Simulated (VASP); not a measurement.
# Bi2Te3 in VASP: further runs

The runs below take Bi2Te3 through single point, with PBE.

Program: VASP 6.6.1. These are calculated values, not measurements. Logs are shortened: lines on timing, memory, paths and dates and some standing lists are left out, and cuts for length are marked.

### 1 The cell of the first run

Symmetry: R3m, No. 160, trigonal system. Conventional cell: a = 4.450 Å, b = 4.450 Å, c = 31.948 Å, α = 90.00°, β = 90.00°, γ = 120.00°. Bi (site symmetry 3m) has 6 Te at 3.09 to 3.22 Å within 4.1 Å. Bi (site symmetry 3m) has 6 Te at 3.09 to 3.37 Å within 4.1 Å. Within 4.2 Å of Te (site symmetry 3m) lie 6 Bi at 3.22 to 3.37 Å. Te (site symmetry 3m) has 3 Bi at 3.09 Å and 3 Te at 4.03 Å within 4.1 Å. Within 4.1 Å of Te (site symmetry 3m) lie 3 Bi at 3.09 Å and 3 Te at 4.03 Å.

### 2 Single point, PBE (atom 3 (Te) moved 0.12 Å along z)

The input, INCAR:

```
  PREC = Accurate
  ENCUT = 520
  EDIFF = 1E-6
  ISMEAR = 0
  SIGMA = 0.05
  LREAL = False
  LASPH = True
  NELM = 60
  ALGO = Normal
  ISIF = 2
  LWAVE = False
  LCHARG = False
  GGA = PE
  NBANDS = 32
```

The input, KPOINTS:

```
Automatic mesh
0
Gamma
  8 8 8
```

The input, POSCAR:

```
Bi2Te3
1.0
    2.2248063976      1.2844925725     10.6494745158
   -2.2248063976      1.2844925725     10.6494745158
    0.0000000000     -2.5689851451     10.6494745158
Bi Te
2 3
Direct
    0.3976135335      0.3976135335      0.3976135335
    0.6023864665      0.6023864665      0.6023864665
    0.0037560539      0.0037560539      0.0037560539
    0.2152308500      0.2152308500      0.2152308500
    0.7847691500      0.7847691500      0.7847691500
```

Potentials or basis: VASP PAW PBE potentials, release 64 (Bi_d, Te).

The run is started by

```sh
$ cat potpaw_PBE.64/Bi_d/POTCAR potpaw_PBE.64/Te/POTCAR > POTCAR
$ mpirun -np 1 vasp_std > vasp.out
```

OUTCAR:

```text
PREC = Accurate
   ENCUT = 520
   EDIFF = 1E-6
   ISMEAR = 0
   LREAL = False
   LASPH = True
   NELM = 60
   ISIF = 2
   GGA = PE

 ion  position               nearest neighbor table
   1  0.398  0.398  0.398-   5 3.09   5 3.09   5 3.09   3 3.22   3 3.22   3 3.22
   2  0.602  0.602  0.602-   4 3.09   4 3.09   4 3.09   3 3.37   3 3.37   3 3.37
   3  0.004  0.004  0.004-   1 3.22   1 3.22   1 3.22   2 3.37   2 3.37   2 3.37
   4  0.215  0.215  0.215-   2 3.09   2 3.09   2 3.09
   5  0.785  0.785  0.785-   1 3.09   1 3.09   1 3.09

  LATTYP: Found a trigonal (rhomboedric) cell.
 ALAT       =    10.9549528588
 COS(alpha) =     0.9175114976

  Lattice vectors:

 A1 = (   2.2248063976,   1.2844925725,  10.6494745158)
 A2 = (  -2.2248063976,   1.2844925725,  10.6494745158)
 A3 = (   0.0000000000,  -2.5689851451,  10.6494745158)

Analysis of symmetry for initial positions (statically):
=====================================================================
 Subroutine PRICEL returns:
 Original cell was already a primitive cell.

 Routine SETGRP: Setting up the symmetry group for a
 trigonal (rhombohedral) supercell.

 Subroutine GETGRP returns: Found  6 space group operations
 (whereof  6 operations were pure point group operations)
 out of a pool of 12 trial point group operations.

The static configuration has the point symmetry C_3v.

Analysis of symmetry for dynamics (positions and initial velocities):
=====================================================================
 Subroutine PRICEL returns:
 Original cell was already a primitive cell.

 Routine SETGRP: Setting up the symmetry group for a
 trigonal (rhombohedral) supercell.

 Subroutine GETGRP returns: Found  6 space group operations
 (whereof  6 operations were pure point group operations)
 out of a pool of 12 trial point group operations.

The dynamic configuration has the point symmetry C_3v.

 Subroutine INISYM returns: Found  6 space group operations
 (whereof  6 operations are pure point group operations),
 and found     1 'primitive' translations

----------------------------------------------------------------------------------------

                                     Primitive cell

  volume of cell :     182.6010

  direct lattice vectors                    reciprocal lattice vectors
     2.224806398  1.284492573 10.649474516     0.224738656  0.129752924  0.031300449
    -2.224806398  1.284492573 10.649474516    -0.224738656  0.129752924  0.031300449
     0.000000000 -2.568985145 10.649474516     0.000000000 -0.259505847  0.031300449

  length of vectors
    10.954952859 10.954952859 10.954952859     0.261386692  0.261386692  0.261386692

  position of ions in fractional coordinates (direct lattice)
     0.397613533  0.397613533  0.397613533
     0.602386467  0.602386467  0.602386467
     0.003756054  0.003756054  0.003756054
     0.215230850  0.215230850  0.215230850
     0.784769150  0.784769150  0.784769150

  ion indices of the primitive-cell ions
   primitive index   ion index
                 1           1
                 2           2
                 3           3
                 4           4
                 5           5

----------------------------------------------------------------------------------------

 KPOINTS: Automatic mesh

Automatic generation of k-mesh.
 Grid dimensions read from file:
 generate k-points for:    8    8    8

 Generating k-lattice:

  Cartesian coordinates                     Fractional coordinates (reciprocal lattice)
     0.028092332  0.016219115  0.003912556     0.125000000 -0.000000000  0.000000000
    -0.028092332  0.016219115  0.003912556    -0.000000000  0.125000000  0.000000000
     0.000000000 -0.032438231  0.003912556     0.000000000  0.000000000  0.125000000

  Length of vectors
     0.032673337  0.032673337  0.032673337

  Shift w.r.t. Gamma in fractional coordinates (k-lattice)
     0.000000000  0.000000000  0.000000000

 Subroutine IBZKPT returns following result:
 ===========================================

 Found     65 irreducible k-points:

 Following reciprocal coordinates:
            Coordinates               Weight
  0.000000  0.000000  0.000000      1.000000
  0.125000 -0.000000  0.000000      6.000000
  0.250000 -0.000000  0.000000      6.000000
  0.375000 -0.000000  0.000000      6.000000
  0.500000 -0.000000  0.000000      3.000000
  0.125000  0.125000  0.000000      6.000000
[... 16 lines left out ...]
  0.250000  0.125000  0.125000      6.000000
  0.375000  0.125000  0.125000      6.000000
 [... further k-points ...]
   k-points           NKPTS =     65   k-points in BZ     NKDIM =     65   number of bands    NBANDS=     32
   number of dos      NEDOS =    301   number of ions     NIONS =      5
   total plane-waves  NPLWV = 592704
   dimension x,y,z NGX =    84 NGY =   84 NGZ =   84
   dimension x,y,z NGXF=   168 NGYF=  168 NGZF=  168
   ions per type =               2   3
   NGX,Y,Z   is equivalent  to a cutoff of  12.75, 12.75, 12.75 a.u.
   NGXF,Y,Z  is equivalent  to a cutoff of  25.49, 25.49, 25.49 a.u.
 SYSTEM =  unknown system
   PREC   = accura    normal or accurate (medium, high low for compatibility)
   ISTART =      0    job   : 0-new  1-cont  2-samecut
   ICHARG =      2    charge: 1-file 2-atom 10-const
   ISPIN  =      1    spin polarized calculation?
   LNONCOLLINEAR =      F non collinear calculations
   LSORBIT =      F    spin-orbit coupling
   LASPH  =      T    aspherical Exc in radial PAW
   ENCUT  =  520.0 eV  38.22 Ry    6.18 a.u.  20.37 20.37 20.37*2*pi/ulx,y,z
   NELM   =     60;   NELMIN=  2; NELMDL= -5     # of ELM steps
   EDIFF  = 0.1E-05   stopping-criterion for ELM
   LREAL  =      F    real-space projection
   EDIFFG = 0.1E-04   stopping-criterion for IOM
   NSW    =      0    number of steps for IOM
   IBRION =     -1    ionic relax: 0-MD 1-quasi-New 2-CG
   NFREE  =      0    steps in history (QN), initial steepest desc. (CG)
   ISIF   =      2    stress and relaxation
   ISYM   =      2    0-nonsym 1-usesym 2-fastsym
   POTIM  = 0.5000    time-step for ionic-motion
   TEBEG  =    0.0;   TEEND  =   0.0 temperature during run
   PSTRESS=    0.0 pullay stress
   NELECT =      48.0000    total number of electrons
   NUPDOWN=      -1.0000    fix difference up-down
   EMIN   =  10.00;   EMAX   =-10.00  energy-range for DOS
   EFERMI =   0.00;   METHOD = LEGACY
   ISMEAR =     0;   SIGMA  =   0.05  broadening in eV -4-tet -1-fermi 0-gaus
   EFERMI_NEDOS =   21; number of points for ismear=-14 and -15
   IALGO  =     38    algorithm
   IMIX   =      4    mixing-type and parameters
     AMIX     =   0.40;   BMIX     =  1.00
     AMIX_MAG =   1.60;   BMIX_MAG =  1.00
  volume/ion in A,a.u.               =      36.52       246.45
  Fermi-wavevector in a.u.,A,eV,Ry     =   1.048707  1.981769 14.963502  1.099786
  Thomas-Fermi vector in A             =   2.183640
   LORBIT       =      0    0 simple, 1 ext, 2 COOP (PROOUT), +10 PAW based schemes
   GGA     = PE    functional components
   LHFCALC =     F    Hartree Fock is set to
   AEXX    =    0.0000 exact exchange contribution
   IVDW    =     0    specifies the selected vdW correction
   LEPSILON=     F    determine dielectric tensor
   LRPA    =     F    only Hartree local field effects (RPA)
 non-spin polarized calculation
 Gauss-broadening in eV      SIGMA  =   0.05
  energy-cutoff  :      520.00
  volume of cell :      182.60
 maximum number of plane-waves:      4948
 NGX is ok and might be reduce to    84
   NGX = 41   NGY = 41   NGZ = 41

 number of electron      47.9999997 magnetization

 Free energy of the ion-electron system (eV)
  ---------------------------------------------------
  ext. energy  EPLUGINS =         0.00000000
  ---------------------------------------------------
  free energy    TOTEN  =       -18.37113321 eV

  energy without entropy =      -18.37113321  energy(sigma->0) =      -18.37113321

 E-fermi :   5.3243     XC(G=0):  -8.9474

 val. band max:        5.0831588856   @ k =   0.0000   0.0000   0.0000
 cond. band min:       5.5977057118   @ k =   0.0000   0.0000   0.0000
 fundamental gap:      0.5145468262
 Fermi energy:         5.3243483703

 k-point     1 :       0.0000    0.0000    0.0000
  band No.  band energies     occupation
      1     -17.9456      2.00000
      2     -17.9456      2.00000
      3     -17.9404      2.00000
      4     -17.9364      2.00000
      5     -17.9364      2.00000
      6     -17.7700      2.00000
[... 24 lines left out ...]
     31      10.3047      0.00000
     32      11.1360      0.00000

 k-point     2 :       0.1250   -0.0000    0.0000
  band No.  band energies     occupation
      1     -17.9463      2.00000
      2     -17.9441      2.00000
      3     -17.9395      2.00000
      4     -17.9372      2.00000
      5     -17.9364      2.00000
      6     -17.7711      2.00000
[... 24 lines left out ...]
     31      10.0561      0.00000
     32      10.5084      0.00000

 k-point     3 :       0.2500   -0.0000    0.0000
  band No.  band energies     occupation
      1     -17.9485      2.00000
      2     -17.9410      2.00000
      3     -17.9394      2.00000
      4     -17.9365      2.00000
      5     -17.9360      2.00000
      6     -17.7742      2.00000
[... 24 lines left out ...]
     31       9.3265      0.00000
     32      10.8340      0.00000

 k-point     4 :       0.3750   -0.0000    0.0000
  band No.  band energies     occupation
      1     -17.9511      2.00000
      2     -17.9409      2.00000
      3     -17.9397      2.00000
      4     -17.9338      2.00000
      5     -17.9338      2.00000
      6     -17.7775      2.00000
[... 654 lines left out ...]
     31      10.3213      0.00000
     32      11.0170      0.00000

 k-point    23 :       0.2500    0.1250    0.1250
  band No.  band energies     occupation
      1     -17.9463      2.00000
      2     -17.9441      2.00000
      3     -17.9395      2.00000
      4     -17.9372      2.00000
      5     -17.9364      2.00000
      6     -17.7711      2.00000
[... 24 lines left out ...]
     31      10.0384      0.00000
     32      10.6025      0.00000

 k-point    24 :       0.3750    0.1250    0.1250
  band No.  band energies     occupation
      1     -17.9485      2.00000
      2     -17.9410      2.00000
      3     -17.9394      2.00000
      4     -17.9365      2.00000
      5     -17.9360      2.00000
      6     -17.7742      2.00000
[... 24 lines left out ...]
     31       9.3625      0.00000
     32      10.8457      0.00000

 [... further k-points ...]

------------------------ aborting loop because EDIFF is reached ----------------------------------------

  FORCE on cell =-STRESS in cart. coord.  units (eV):
  Direction    XX          YY          ZZ          XY          YZ          ZX
  --------------------------------------------------------------------------------------
  -------------------------------------------------------------------------------------
  Total        0.0835527      0.0835527      0.0488502      0.0000000     -0.0000000      0.0000000
  in kB        0.7331079      0.7331079      0.4286212      0.0000000     -0.0000000      0.0000000
  external PRESSURE =       0.6316123 kB  Pullay stress =       0.0000000 kB

 VOLUME and BASIS-vectors are now :
 -----------------------------------------------------------------------------
  energy-cutoff  :      520.00
  volume of cell :      182.60
      direct lattice vectors                 reciprocal lattice vectors
     2.224806398  1.284492573 10.649474516     0.224738656  0.129752924  0.031300449
    -2.224806398  1.284492573 10.649474516    -0.224738656  0.129752924  0.031300449
     0.000000000 -2.568985145 10.649474516     0.000000000 -0.259505847  0.031300449

 POSITION                                       TOTAL-FORCE (eV/Angst)
 -----------------------------------------------------------------------------------
      0.00000     -0.00000     12.70313         0.000000     -0.000000      0.199087
      0.00000     -0.00000     19.24530         0.000000     -0.000000      0.162935
      0.00000     -0.00000      0.12000         0.000000      0.000000     -0.509396
      0.00000     -0.00000      6.87629         0.000000     -0.000000      0.055651
      0.00000     -0.00000     25.07214         0.000000     -0.000000      0.091722
 -----------------------------------------------------------------------------------
    total drift:                               -0.000000      0.000000     -0.000397

  FREE ENERGIE OF THE ION-ELECTRON SYSTEM (eV)
  ---------------------------------------------------
  free  energy   TOTEN  =       -18.3711332134 eV

  energy  without entropy=      -18.3711332134  energy(sigma->0) =      -18.37113321
```

Run time: 24 min. Hardware: 1 thread of Intel Xeon 6975P-C (Granite Rapids), shared host; peak memory 1.2 GiB.

Results:

| Item | Value |
| --- | --- |
| Free energy | -18.3711 eV |
| Pressure | 0.1 GPa |
| Largest force | 0.509 eV/Å |
| Band gap on the k mesh | 0.51 eV |

Forces on the atoms (eV/Å):
```
Bi   0.000  0.000  0.199
Bi   0.000  0.000  0.163
Te   0.000  0.000 -0.509
Te   0.000  0.000  0.056
Te   0.000  0.000  0.092
```

Levels at points of the mesh, in eV from the valence-band top:
```
           k point  band 21  band 22  band 23  band 24  band 25  band 26  band 27  band 28
(0.00, 0.00, 0.00)    -1.31    -0.60    -0.60     0.00     0.51     1.07     1.07     2.01
(0.50, 0.00, 0.00)    -2.40    -1.67    -0.68    -0.46     0.89     1.62     2.68     2.98
(0.50, 0.50, 0.00)    -1.62    -1.44    -0.97    -0.82     1.40     1.51     2.15     2.82
(0.50, 0.50, 0.50)    -1.20    -0.72    -0.72    -0.24     0.79     1.31     1.31     1.88
```

Caveat: the cell differs from its parent crystal (atom 3 (Te) moved 0.12 Å along z); spin-orbit coupling is left out, which moves the levels of the heavy elements. A k mesh can miss the band edges.

### 3 Single point, PBE (37.25 Å³/atom)

This run uses another cell than the first one, of 37.25 Å³/atom.

The input, INCAR:

```
  ALGO = Normal
  EDIFF = 1E-7
  ENCUT = 520
  GGA = PE
  ISIF = 2
  ISMEAR = 0
  LASPH = True
  LCHARG = True
  LELF = True
  LREAL = False
  LVHAR = True
  LWAVE = False
  NBANDS = 32
  NELM = 100
  PREC = Accurate
  SIGMA = 0.05
```

The input, KPOINTS:

```
k-points
0
Gamma
  8 8 8
```

The input, POSCAR:

```
Bi2Te3
1.0
    2.2289241144      1.2868699374     10.8223664236
   -2.2289241144      1.2868699374     10.8223664236
    0.0000000000     -2.5737398749     10.8223664236
Bi Te
2 3
Direct
    0.3966246676      0.3966246676      0.3966246676
    0.6033753324      0.6033753324      0.6033753324
    0.0000000000      0.0000000000      0.0000000000
    0.2172118431      0.2172118431      0.2172118431
    0.7827881569      0.7827881569      0.7827881569
```

Potentials or basis: VASP PAW PBE potentials, release 64 (Bi_d, Te).

The run is started by

```sh
$ cat potpaw_PBE.64/Bi_d/POTCAR potpaw_PBE.64/Te/POTCAR > POTCAR
$ mpirun -np 1 vasp_std > vasp.out
```

OUTCAR:

```text
EDIFF = 1E-7
   ENCUT = 520
   GGA = PE
   ISIF = 2
   ISMEAR = 0
   LASPH = True
   LREAL = False
   NELM = 100
   PREC = Accurate

 ion  position               nearest neighbor table
   1  0.397  0.397  0.397-   5 3.09   5 3.09   5 3.09   3 3.29   3 3.29   3 3.29
   2  0.603  0.603  0.603-   4 3.09   4 3.09   4 3.09   3 3.29   3 3.29   3 3.29
   3  0.000  0.000  0.000-   2 3.29   1 3.29   2 3.29   2 3.29   1 3.29   1 3.29
   4  0.217  0.217  0.217-   2 3.09   2 3.09   2 3.09
   5  0.783  0.783  0.783-   1 3.09   1 3.09   1 3.09

  LATTYP: Found a trigonal (rhomboedric) cell.
 ALAT       =    11.1241966879
 COS(alpha) =     0.9197059724

  Lattice vectors:

 A1 = (   2.2289241144,   1.2868699374,  10.8223664236)
 A2 = (  -2.2289241144,   1.2868699374,  10.8223664236)
 A3 = (   0.0000000000,  -2.5737398749,  10.8223664236)

Analysis of symmetry for initial positions (statically):
=====================================================================
 Subroutine PRICEL returns:
 Original cell was already a primitive cell.

[... 175 lines left out ...]
 E-fermi :   5.0092     XC(G=0):  -8.8401

 val. band max:        4.7794962382   @ k =   0.0000   0.0000   0.0000
 cond. band min:       5.3704599459   @ k =   0.0000   0.0000   0.0000
 fundamental gap:      0.5909637077
 Fermi energy:         5.0091906329

 k-point     1 :       0.0000    0.0000    0.0000
  band No.  band energies     occupation
      1     -18.0703      2.00000
      2     -18.0703      2.00000
      3     -18.0692      2.00000
      4     -18.0692      2.00000
      5     -18.0655      2.00000
      6     -18.0645      2.00000
[... 829 lines left out ...]
     31       9.1556      0.00000
     32      10.6793      0.00000

 [... further k-points ...]

------------------------ aborting loop because EDIFF is reached ----------------------------------------

  FORCE on cell =-STRESS in cart. coord.  units (eV):
  Direction    XX          YY          ZZ          XY          YZ          ZX
  --------------------------------------------------------------------------------------
  -------------------------------------------------------------------------------------
  Total       -0.3124078     -0.3124078     -0.2138795      0.0000000      0.0000000      0.0000000
  in kB       -2.6873793     -2.6873793     -1.8398242      0.0000000      0.0000000      0.0000000
  external PRESSURE =      -2.4048610 kB  Pullay stress =       0.0000000 kB

 VOLUME and BASIS-vectors are now :
 -----------------------------------------------------------------------------
  energy-cutoff  :      520.00
  volume of cell :      186.25
      direct lattice vectors                 reciprocal lattice vectors
     2.228924114  1.286869937 10.822366424     0.224323474  0.129513218  0.030800411
    -2.228924114  1.286869937 10.822366424    -0.224323474  0.129513218  0.030800411
     0.000000000 -2.573739875 10.822366424     0.000000000 -0.259026436  0.030800411

 POSITION                                       TOTAL-FORCE (eV/Angst)
 -----------------------------------------------------------------------------------
      0.00000     -0.00000     12.87725         0.000000      0.000000     -0.008136
      0.00000     -0.00000     19.58985         0.000000     -0.000000      0.008136
      0.00000      0.00000      0.00000        -0.000000     -0.000000      0.000000
      0.00000     -0.00000      7.05224         0.000000      0.000000     -0.006347
      0.00000     -0.00000     25.41486         0.000000     -0.000000      0.006347
 -----------------------------------------------------------------------------------
    total drift:                               -0.000000     -0.000000      0.000000

  FREE ENERGIE OF THE ION-ELECTRON SYSTEM (eV)
  ---------------------------------------------------
  free  energy   TOTEN  =       -18.3992572822 eV

  energy  without entropy=      -18.3992572822  energy(sigma->0) =      -18.39925728
```

Run time: 31 min. Hardware: 1 thread of Intel Xeon 6975P-C (Granite Rapids), shared host; peak memory 1.2 GiB.

Results:

```
Free energy            : -18.3993 eV
Pressure               : -0.2 GPa
Largest force          : 0.008 eV/Å
Band gap on the k mesh : 0.59 eV
```

Forces on the atoms (eV/Å):
```
Bi   0.000  0.000 -0.008
Bi   0.000  0.000  0.008
Te   0.000  0.000  0.000
Te   0.000  0.000 -0.006
Te   0.000  0.000  0.006
```

Stress tensor (GPa, compression positive):
```
-0.27  0.00  0.00
 0.00 -0.27  0.00
 0.00  0.00 -0.18
```

Caveat: spin-orbit coupling is left out, which moves the levels of the heavy elements.
